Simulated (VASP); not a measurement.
# Bi (R-3m) in VASP: electric field gradients with PBE

Aim: the electric field gradients of Bi with PBE.

Program: VASP 6.6.1. These are calculated values, not measurements. Logs are shortened: lines on timing, memory, paths and dates and some standing lists are left out, and cuts for length are marked.

### 1 The cell of the first run

It takes space group R-3m (No. 166, trigonal). The conventional cell has a = 4.582 Å, b = 4.582 Å, c = 12.164 Å, α = 90.00°, β = 90.00°, γ = 120.00°. Within 4.1 Å of Bi (site symmetry 3m) lie 6 Bi at 3.11 to 3.58 Å.

### 2 Electric field gradients, PBE

INCAR

```
SYSTEM = Bi
PREC = Accurate
ENCUT = 400
EDIFF = 1E-8
ISMEAR = -1
SIGMA = 0.15
LREAL = .FALSE.
LASPH = .TRUE.
NELM = 120
ALGO = Normal
ISIF = 2
LWAVE = .FALSE.
LCHARG = .FALSE.
GGA = PE
LEFG = .TRUE.
NBANDS = 22
GGA_COMPAT = .FALSE.
```

KPOINTS

```
regular mesh
0
G
  12 12 12
  0 0 0
```

POSCAR

```
Bi
1.0
    2.2908411182      1.3226177363      4.0545670767
   -2.2908411182      1.3226177363      4.0545670767
    0.0000000000     -2.6452354726      4.0545670767
Bi
2
Direct
    0.2339139682      0.2339139682      0.2339139682
    0.7660860318      0.7660860318      0.7660860318
```

Potentials or basis: VASP PAW PBE potentials, release 64 (Bi_d).

Run with:

```
> cat potpaw_PBE.64/Bi_d/POTCAR > POTCAR
> mpirun -np 1 vasp_std > vasp.out
```

OUTCAR:

```text
SYSTEM = Bi
   PREC = Accurate
   ENCUT = 400
   EDIFF = 1E-8
   ISMEAR = -1
   LREAL = .FALSE.
   LASPH = .TRUE.
   NELM = 120
   ISIF = 2
   GGA = PE

 ion  position               nearest neighbor table
   1  0.234  0.234  0.234-   2 3.11   2 3.11   2 3.11   2 3.58   2 3.58   2 3.58
   2  0.766  0.766  0.766-   1 3.11   1 3.11   1 3.11   1 3.58   1 3.58   1 3.58

  LATTYP: Found a trigonal (rhomboedric) cell.
 ALAT       =     4.8411553254
 COS(alpha) =     0.5521610106

  Lattice vectors:

 A1 = (   2.2908411182,   1.3226177363,   4.0545670767)
 A2 = (  -2.2908411182,   1.3226177363,   4.0545670767)
 A3 = (   0.0000000000,  -2.6452354726,   4.0545670767)

Analysis of symmetry for initial positions (statically):
=====================================================================
 Subroutine PRICEL returns:
 Original cell was already a primitive cell.

 Routine SETGRP: Setting up the symmetry group for a
 trigonal (rhombohedral) supercell.

 Subroutine GETGRP returns: Found 12 space group operations
 (whereof 12 operations were pure point group operations)
 out of a pool of 12 trial point group operations.

The static configuration has the point symmetry D_3d.

Analysis of symmetry for dynamics (positions and initial velocities):
=====================================================================
 Subroutine PRICEL returns:
 Original cell was already a primitive cell.

 Routine SETGRP: Setting up the symmetry group for a
 trigonal (rhombohedral) supercell.

 Subroutine GETGRP returns: Found 12 space group operations
 (whereof 12 operations were pure point group operations)
 out of a pool of 12 trial point group operations.

The dynamic configuration has the point symmetry D_3d.

 Subroutine INISYM returns: Found 12 space group operations
 (whereof 12 operations are pure point group operations),
 and found     1 'primitive' translations

----------------------------------------------------------------------------------------

                                     Primitive cell

  volume of cell :      73.7098

  direct lattice vectors                    reciprocal lattice vectors
     2.290841118  1.322617736  4.054567077     0.218260444  0.126012726  0.082211819
    -2.290841118  1.322617736  4.054567077    -0.218260444  0.126012726  0.082211819
     0.000000000 -2.645235473  4.054567077     0.000000000 -0.252025452  0.082211819

  length of vectors
     4.841155325  4.841155325  4.841155325     0.265095477  0.265095477  0.265095477

  position of ions in fractional coordinates (direct lattice)
     0.233913968  0.233913968  0.233913968
     0.766086032  0.766086032  0.766086032

  ion indices of the primitive-cell ions
   primitive index   ion index
                 1           1
                 2           2

----------------------------------------------------------------------------------------

 KPOINTS: regular mesh

Automatic generation of k-mesh.
 Grid dimensions read from file:
 generate k-points for:   12   12   12

 Generating k-lattice:

  Cartesian coordinates                     Fractional coordinates (reciprocal lattice)
     0.018188370  0.010501061  0.006850985     0.083333333  0.000000000  0.000000000
    -0.018188370  0.010501061  0.006850985     0.000000000  0.083333333  0.000000000
     0.000000000 -0.021002121  0.006850985     0.000000000  0.000000000  0.083333333

  Length of vectors
     0.022091290  0.022091290  0.022091290

  Shift w.r.t. Gamma in fractional coordinates (k-lattice)
     0.000000000  0.000000000  0.000000000

 Subroutine IBZKPT returns following result:
 ===========================================

 Found    189 irreducible k-points:

 Following reciprocal coordinates:
            Coordinates               Weight
  0.000000  0.000000  0.000000      1.000000
  0.083333  0.000000 -0.000000      6.000000
  0.166667  0.000000  0.000000      6.000000
  0.250000  0.000000 -0.000000      6.000000
  0.333333  0.000000  0.000000      6.000000
  0.416667  0.000000 -0.000000      6.000000
[... 16 lines left out ...]
  0.500000  0.166667 -0.000000     12.000000
 -0.416667  0.166667  0.000000     12.000000
 [... further k-points ...]
   k-points           NKPTS =    189   k-points in BZ     NKDIM =    189   number of bands    NBANDS=     22
   number of dos      NEDOS =    301   number of ions     NIONS =      2
   total plane-waves  NPLWV =  32768
   dimension x,y,z NGX =    32 NGY =   32 NGZ =   32
   dimension x,y,z NGXF=    64 NGYF=   64 NGZF=   64
   ions per type =               2
   NGX,Y,Z   is equivalent  to a cutoff of  10.99, 10.99, 10.99 a.u.
   NGXF,Y,Z  is equivalent  to a cutoff of  21.98, 21.98, 21.98 a.u.
 SYSTEM =  Bi
   PREC   = accura    normal or accurate (medium, high low for compatibility)
   ISTART =      0    job   : 0-new  1-cont  2-samecut
   ICHARG =      2    charge: 1-file 2-atom 10-const
   ISPIN  =      1    spin polarized calculation?
   LNONCOLLINEAR =      F non collinear calculations
   LSORBIT =      F    spin-orbit coupling
   LASPH  =      T    aspherical Exc in radial PAW
   ENCUT  =  400.0 eV  29.40 Ry    5.42 a.u.   7.89  7.89  7.89*2*pi/ulx,y,z
   NELM   =    120;   NELMIN=  2; NELMDL= -5     # of ELM steps
   EDIFF  = 0.1E-07   stopping-criterion for ELM
   LREAL  =      F    real-space projection
   EDIFFG = 0.1E-06   stopping-criterion for IOM
   NSW    =      0    number of steps for IOM
   IBRION =     -1    ionic relax: 0-MD 1-quasi-New 2-CG
   NFREE  =      0    steps in history (QN), initial steepest desc. (CG)
   ISIF   =      2    stress and relaxation
   ISYM   =      2    0-nonsym 1-usesym 2-fastsym
   POTIM  = 0.5000    time-step for ionic-motion
   TEBEG  =    0.0;   TEEND  =   0.0 temperature during run
   PSTRESS=    0.0 pullay stress
   NELECT =      30.0000    total number of electrons
   NUPDOWN=      -1.0000    fix difference up-down
   EMIN   =  10.00;   EMAX   =-10.00  energy-range for DOS
   EFERMI =   0.00;   METHOD = LEGACY
   ISMEAR =    -1;   SIGMA  =   0.15  broadening in eV -4-tet -1-fermi 0-gaus
   EFERMI_NEDOS =   21; number of points for ismear=-14 and -15
   IALGO  =     38    algorithm
   IMIX   =      4    mixing-type and parameters
     AMIX     =   0.40;   BMIX     =  1.00
     AMIX_MAG =   1.60;   BMIX_MAG =  1.00
  volume/ion in A,a.u.               =      36.85       248.71
  Fermi-wavevector in a.u.,A,eV,Ry     =   1.213222  2.292657 20.026515  1.471907
  Thomas-Fermi vector in A             =   2.348681
   LORBIT       =      0    0 simple, 1 ext, 2 COOP (PROOUT), +10 PAW based schemes
   GGA     = PE    functional components
   LHFCALC =     F    Hartree Fock is set to
   AEXX    =    0.0000 exact exchange contribution
   IVDW    =     0    specifies the selected vdW correction
   LEPSILON=     F    determine dielectric tensor
   LRPA    =     F    only Hartree local field effects (RPA)
 non-spin polarized calculation
  energy-cutoff  :      400.00
  volume of cell :       73.71
 maximum number of plane-waves:      1370
   NGX = 15   NGY = 15   NGZ = 15

 number of electron      30.0000006 magnetization

 Free energy of the ion-electron system (eV)
  ---------------------------------------------------
  ext. energy  EPLUGINS =         0.00000000
  ---------------------------------------------------
  free energy    TOTEN  =        -7.78726990 eV

  energy without entropy =       -7.74933261  energy(sigma->0) =       -7.76830125

 E-fermi :   5.8943     XC(G=0):  -9.3164

 val. band max:        5.8606790623   @ k =   0.4167   0.0000  -0.0000
 cond. band min:       6.0540179639   @ k =   0.5000   0.0833   0.0833
 fundamental gap:      0.1933389016
 Fermi energy:         5.8943347284

 k-point     1 :       0.0000    0.0000    0.0000
  band No.  band energies     occupation
      1     -17.0368      2.00000
      2     -17.0368      2.00000
      3     -16.9042      2.00000
      4     -16.9042      2.00000
      5     -16.8923      2.00000
      6     -16.7451      2.00000
[... 14 lines left out ...]
     21      11.6750      0.00000
     22      11.7068      0.00000

 k-point     2 :       0.0833    0.0000   -0.0000
  band No.  band energies     occupation
      1     -17.0325      2.00000
      2     -17.0311      2.00000
      3     -16.9023      2.00000
      4     -16.9008      2.00000
      5     -16.8894      2.00000
      6     -16.7476      2.00000
[... 14 lines left out ...]
     21      11.7341      0.00000
     22      12.3112      0.00000
[... 523 lines left out ...]
     21      14.6412      0.00000
     22      14.9784      0.00000

 k-point    24 :      -0.4167    0.1667    0.0000
  band No.  band energies     occupation
      1     -16.9754      2.00000
      2     -16.8789      2.00000
      3     -16.8696      2.00000
      4     -16.8556      2.00000
      5     -16.8287      2.00000
      6     -16.8145      2.00000
[... 14 lines left out ...]
     21      13.7986      0.00000
     22      15.5438      0.00000

 [... further k-points ...]
[... 5 lines left out ...]
  --------------------------------------------------------------------------------------
  -------------------------------------------------------------------------------------
  Total       -0.0418371     -0.0418371     -0.0437131      0.0000000      0.0000000      0.0000000
  in kB       -0.9093836     -0.9093836     -0.9501618      0.0000000      0.0000000      0.0000000
  external PRESSURE =      -0.9229763 kB  Pullay stress =       0.0000000 kB

 VOLUME and BASIS-vectors are now :
 -----------------------------------------------------------------------------
  energy-cutoff  :      400.00
  volume of cell :       73.71
      direct lattice vectors                 reciprocal lattice vectors
     2.290841118  1.322617736  4.054567077     0.218260444  0.126012726  0.082211819
    -2.290841118  1.322617736  4.054567077    -0.218260444  0.126012726  0.082211819
     0.000000000 -2.645235473  4.054567077     0.000000000 -0.252025452  0.082211819

 POSITION                                       TOTAL-FORCE (eV/Angst)
 -----------------------------------------------------------------------------------
      0.00000      0.00000      2.84526         0.000000      0.000000      0.007005
      0.00000      0.00000      9.31844         0.000000     -0.000000     -0.007005
 -----------------------------------------------------------------------------------
    total drift:                               -0.000000     -0.000000      0.000000

  FREE ENERGIE OF THE ION-ELECTRON SYSTEM (eV)
  ---------------------------------------------------
  free  energy   TOTEN  =        -7.7872698955 eV

  energy  without entropy=       -7.7493326141  energy(sigma->0) =       -7.76830125

 Electric field gradients (V/A^2)
---------------------------------------------------------------------
 ion       V_xx      V_yy      V_zz      V_xy      V_xz      V_yz
---------------------------------------------------------------------
   1      12.042    12.042   -24.084     0.000    -0.000    -0.000
   2      12.042    12.042   -24.084     0.000    -0.000    -0.000
---------------------------------------------------------------------

 Electric field gradients after diagonalization (V/A^2)
 (convention: |V_zz| > |V_xx| > |V_yy|)
----------------------------------------------------------------------
 ion       V_xx      V_yy      V_zz     asymmetry (V_yy - V_xx)/ V_zz
----------------------------------------------------------------------
   1      12.042    12.042   -24.084       0.000
   2      12.042    12.042   -24.084       0.000
----------------------------------------------------------------------

           NMR quadrupolar parameters

 Cq : quadrupolar parameter    Cq=e*Q*V_zz/h
 eta: asymmetry parameters     (V_yy - V_xx)/ V_zz
 Q  : nuclear electric quadrupole moment in mb (millibarn)
----------------------------------------------------------------------
 ion       Cq(MHz)       eta       Q (mb)
----------------------------------------------------------------------
   1      -0.058       0.000       1.000
   2      -0.058       0.000       1.000
----------------------------------------------------------------------
```

Run time: 2 min. Hardware: 1 thread of AMD EPYC 7R13 (Zen 3), shared host; peak memory 0.25 GiB.

What came out:

- Free energy: -7.7873 eV
- Pressure: -0.1 GPa
- Largest force: 0.007 eV/Å
- Band gap on the k mesh: zero (bands 15 and 16 overlap by 0.20 eV)
- Largest electric field gradient by atom: Bi -24.1 V/Å²

Forces in eV/Å, atoms in the order of the input:
```
Bi   0.000  0.000  0.007
Bi   0.000  0.000 -0.007
```

Levels at points of the mesh, in eV from the Fermi level:
```csv
k point,band 13,band 14,band 15,band 16,band 17,band 18
"(0.00, 0.00, 0.00)",-1.57,-1.16,-1.16,2.35,2.78,2.78
"(0.50, 0.00, 0.00)",-1.45,-1.19,-0.38,-0.28,0.43,0.99
"(0.50, 0.50, 0.00)",-4.50,-2.96,-2.76,2.36,4.60,5.18
"(0.50, 0.50, 0.50)",-0.94,-0.59,-0.59,0.67,0.70,0.70
```

Electric field gradients, principal values (V/Å²):
| atom | least | middle | greatest (by size) |
| --- | --- | --- | --- |
| 1 Bi | 12.042 | 12.042 | -24.084 |
| 2 Bi | 12.042 | 12.042 | -24.084 |

Caveat: without QUAD_EFG the Cq values of the log hold for a quadrupole moment of 1 mb, not for the nuclei; spin-orbit coupling is left out, which moves the levels of the heavy elements.

The gap in the log of VASP goes by the Fermi energy; the results here count the filled bands.